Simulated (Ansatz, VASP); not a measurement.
ZrB2 in VASP and in Ansatz

File INCAR:

```
SYSTEM = ZrB2
PREC = Accurate ; ENCUT = 520
EDIFF = 1E-6 ; ISMEAR = -1
SIGMA = 0.03 ; LREAL = .FALSE.
LASPH = .TRUE. ; NELM = 60
ALGO = Normal ; ISIF = 2
LWAVE = .FALSE. ; LCHARG = .FALSE.
NBANDS = 16
```

File KPOINTS:

```
regular mesh
0
G
  13 13 10
  0 0 0
```

File POSCAR:

```
ZrB2
1.0
    3.2066493363      0.0000000000      0.0000000000
   -1.6033246682      2.7770397863      0.0000000000
    0.0000000000      0.0000000000      3.5663211014
Zr B
1 2
Direct
    0.0000000000      0.0000000000      0.0000000000
    0.3333333333      0.6666666667      0.5000000000
    0.6666666667      0.3333333333      0.5000000000
```

Input for Ansatz:

```yaml
crystal:
  lattice:
    - [3.2066493363, 0.0, 0.0]
    - [-1.6033246682, 2.7770397863, 0.0]
    - [0.0, 0.0, 3.5663211014]
  atoms:
    - { symbol: Zr, position: [0.0, 0.0, 0.0] }
    - { symbol: B, position: [0.3333333333, 0.6666666667, 0.5] }
    - { symbol: B, position: [0.6666666667, 0.3333333333, 0.5] }
kpoints:
  mp_grid: { grid: [13, 13, 10] }
  band_path:
    path:
      - [0.0, 0.0, 0.0]
      - [0.5, 0.0, 0.0]
      - [0.3333333333, 0.3333333333, 0.0]
      - [0.0, 0.0, 0.0]
      - [0.0, 0.0, 0.5]
      - [0.5, 0.0, 0.5]
      - [0.3333333333, 0.3333333333, 0.5]
      - [0.0, 0.0, 0.5]
      - [0.5, 0.0, 0.5]
    npoints: 5
scf:
  occupations: { method: fermi_dirac, width: 0.03 }
hamiltonian:
  xc: lda
  pseudopotentials: { kind: all_electron, lapw: { basis_error: 0.001 } }
output:
  forces: true
  stress: true
  eigenvalues: true
```

Change from the starting cell: volume scaled by 1.04.

Alike in both runs: task single point; functional LDA; k mesh 13 × 13 × 10; occupations fermi-dirac, width 0.03 eV; no spin polarisation.

|  | VASP | Ansatz |
| --- | --- | --- |
| version | VASP 6.6.1 | Ansatz 0.2.0 |
| potentials or method | VASP PAW LDA potentials, release 64 (Zr_sv, B), cutoff 520 eV | all-electron LAPW, scalar-relativistic |

|  | VASP | Ansatz | Ansatz less VASP |
| --- | --- | --- | --- |
| pressure (GPa) | -15.3 | -15.7 | -0.40 |
| traceless stress, the component that is largest in VASP (GPa) | 1.32 | 1.33 | +0.011 |

LDA's correlation is that of Perdew and Zunger in VASP and of Perdew and Wang (1992) in Ansatz. Ansatz ran all-electron here, and VASP with PAW potentials.
